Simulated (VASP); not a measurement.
In3SbAs2, 6 atoms in the cell. The structure is orthorhombic, space group Imm2 (No. 44). The conventional cell has a = 4.427 Å, b = 13.281 Å, c = 6.252 Å, α = 90.00°, β = 90.00°, γ = 90.00°. As (site symmetry m) has 4 In at 2.65 to 2.67 Å within 3.5 Å. Within 3.5 Å of In (site symmetry m) lie 3 As at 2.65 to 2.67 Å and 1 Sb at 2.83 Å. In (site symmetry mm2) has 2 As at 2.65 Å and 2 Sb at 2.80 Å within 3.5 Å. Sb (site symmetry mm2) has 4 In at 2.80 to 2.83 Å within 3.7 Å. 

| Item | Value |
| --- | --- |
| Program | VASP 6.6.1 |
| Task | single point |
| Functional | PBEsol |
| Potentials or basis | VASP PAW PBE potentials, release 64 (As, In_d, Sb) |
| Cutoff | 500 eV |
| k mesh | 6 × 6 × 6 |
| Occupations | gaussian, width 0.5 eV |
| Spin | no spin polarisation |
| Dipole correction | no |
| Further INCAR settings | ALGO = Normal; EDIFF = 1e-06; NBANDS = 36 |

Potentials or basis: VASP PAW PBE potentials, release 64 (As, In_d, Sb).

Run with:

```bash
$ cat potpaw_PBE.64/As/POTCAR potpaw_PBE.64/In_d/POTCAR potpaw_PBE.64/Sb/POTCAR > POTCAR
$ mpirun -np 1 vasp_std > vasp.out
```

Hardware: 1 thread of Oxide Virtual Turin-like Processor (shared host).

**Question.** Estimate the wall time of this run.

**Answer.** It took 15 min on 1 thread of Oxide Virtual Turin-like Processor, with other jobs on the host, peak memory 0.56 GiB. Counts: scf iterations 14, k points 46.
